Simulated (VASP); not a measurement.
A run of VASP 6.6.1:

The input INCAR:

```
SYSTEM = LiF
ALGO = Normal
EDIFF = 1E-6
ENCUT = 520
ISIF = 2
ISMEAR = -1
LASPH = .True.
LCHARG = .True.
LELF = .True.
LREAL = .False.
LVHAR = .True.
LWAVE = .False.
NBANDS = 12
NELM = 60
PREC = Accurate
SIGMA = 0.05
```

KPOINTS

```
k-points
0
Gamma
  11 11 11
  0 0 0
```

File POSCAR:

```
LiF
1.0
    0.0000000000      2.0535002244      2.0535002244
    2.0535002244      0.0000000000      2.0535002244
    2.0535002244      2.0535002244      0.0000000000
F Li
1 1
Direct
    0.5000000000      0.5000000000      0.5000000000
    0.0000000000      0.0000000000      0.0000000000
```

Potentials or basis: VASP PAW LDA potentials, release 64 (F, Li_sv).

Launch:

```sh
$ cat potpaw_LDA.64/F/POTCAR potpaw_LDA.64/Li_sv/POTCAR > POTCAR
$ mpirun -np 1 vasp_std > vasp.out
```

Hardware: 1 thread of Intel(R) Xeon(R) Platinum 8175M CPU @ 2.50GHz (Skylake/Cascade Lake), with other jobs on the host.

**Question.** How long does it take, and how much memory?

**Answer.** Wall time 9.7 s on 1 thread of Intel(R) Xeon(R) Platinum 8175M CPU @ 2.50GHz (Skylake/Cascade Lake), on a shared host, peak memory 0.12 GiB. Counts: scf iterations 11, k points 56.
